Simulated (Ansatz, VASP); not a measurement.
**One calculation of Rh, two programs**

```
Rh
1.0
     1.77659    1.02572    1.45021
    -1.77659    1.02572    1.45021
     0.00000   -2.05143    1.45021
Rh
1
Direct
  0.50000 0.50000 0.50000
```

Alike in both runs: functional r2SCAN; k mesh 21 × 21 × 21; occupations gaussian, width 0.1 eV; no spin polarisation.

Ansatz relaxed the structure, and its values are those at the end. VASP's run is a single point on that final structure, the one shown.

|  | VASP | Ansatz |
| --- | --- | --- |
| version | VASP 6.6.1 | Ansatz 0.2.0 |
| potentials or method | VASP PAW PBE potentials, release 64 (Rh_pv), cutoff 520 eV | scalar-relativistic, plane waves, PAW |
| valence electrons in the cell | 15 | 17 |

Ansatz gave:

```
gap on the k mesh at the Fermi level (eV) : none
pressure (GPa)                            : 0.0
```

Task: What did VASP give for the same quantities?

Result: gap on the k mesh at the Fermi level (eV): none; pressure (GPa): 1.0.

VASP's potentials were made for PBE, not for r2SCAN. A gap of «none» marks a metal or a gap that the smearing closes. VASP's potentials hold 15 valence electrons a cell and Ansatz's 17, so a difference there can come from the potentials and not from the codes.
